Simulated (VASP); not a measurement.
Wanted: the native input for a VASP 6.6.1 run.

- Task: single point
- Functional: PBEsol
- Potentials or basis: VASP PAW PBE potentials, release 64 (Be, H)
- Cutoff: 520 eV
- k mesh: 3 × 2 × 1
- Occupations: fermi-dirac, width 0.15 eV
- Spin: no spin polarisation
- Dipole correction: no
- Further INCAR settings: LREAL = Auto; ALGO = Normal; EDIFF = 1e-06; NBANDS = 34

The structure of Be18H lies in POSCAR:

```
Be18H
1.0
    4.5800000000      0.0000000000      0.0000000000
    3.4350000000      5.9495950000      0.0000000000
    0.0000000000      0.0000000000     14.5884300000
Be H
18 1
Direct
    0.0000000000      0.0000000000      0.0685475000
    0.5000000000      0.0000000000      0.0685475000
    0.0000000000      0.3333333000      0.0685475000
    0.5000000000      0.3333333000      0.0685475000
    0.0000000000      0.6666667000      0.0685475000
    0.5000000000      0.6666667000      0.0685475000
   -0.1712362748      0.2245188316      0.1950013915
    0.3375032779      0.2200772581      0.1942389242
   -0.1654352666      0.5566596721      0.1938054004
    0.3284068004      0.5597817759      0.1928021282
   -0.1678418933      0.8884853902      0.1890219567
    0.3361928312      0.8871294449      0.1940635788
    0.0020799901      0.0003473490      0.3169869877
    0.4960382206      0.0020930605      0.3166592480
    0.0026075676      0.3321676370      0.3184275663
    0.4925127887      0.3396725500      0.3155641100
    0.0020930353      0.6643351038      0.3168369332
    0.5055922466      0.6585006760      0.3144630103
    0.8331361730      0.8888173063      0.3726651326
```

The input as run:

INCAR

```
PREC     = Accurate       # precision mode
ENCUT    = 520            # plane-wave cutoff, eV
EDIFF    = 1E-6           # SCF threshold, eV
ISMEAR   = -1             # smearing method
SIGMA    = 0.15           # smearing width, eV
LREAL    = Auto         
LASPH    = T              # aspherical terms in the spheres
NELM     = 100            # most SCF steps
ALGO     = Normal         # electronic algorithm
ISIF     = 2              # what is computed and relaxed
LWAVE    = F              # write WAVECAR
LCHARG   = F              # write CHGCAR
GGA      = PS             # functional
NBANDS   = 34             # bands
```

KPOINTS

```
regular mesh
0
Gamma
  3 2 1
```

Potentials or basis: VASP PAW PBE potentials, release 64 (Be, H).

The run is started by

```sh
$ cat potpaw_PBE.64/Be/POTCAR potpaw_PBE.64/H/POTCAR > POTCAR
$ mpirun -np 1 vasp_std > vasp.out
```

It gave:

The largest force is 0.164 eV/Å and the band gap on the k mesh is zero (an odd number of electrons rules out a gap without spin polarisation).

Caveat: the k points lie up to 0.53 Å⁻¹ apart, too coarse for converged energies and pressures of a metal; there is no dipole correction, which matters where the two faces differ; the PAW data sets were made with another functional, which shifts forces and pressure a little.

It took 3.8 min on 1 thread of Intel Xeon 8259CL, with other jobs on the host, peak memory 0.45 GiB.
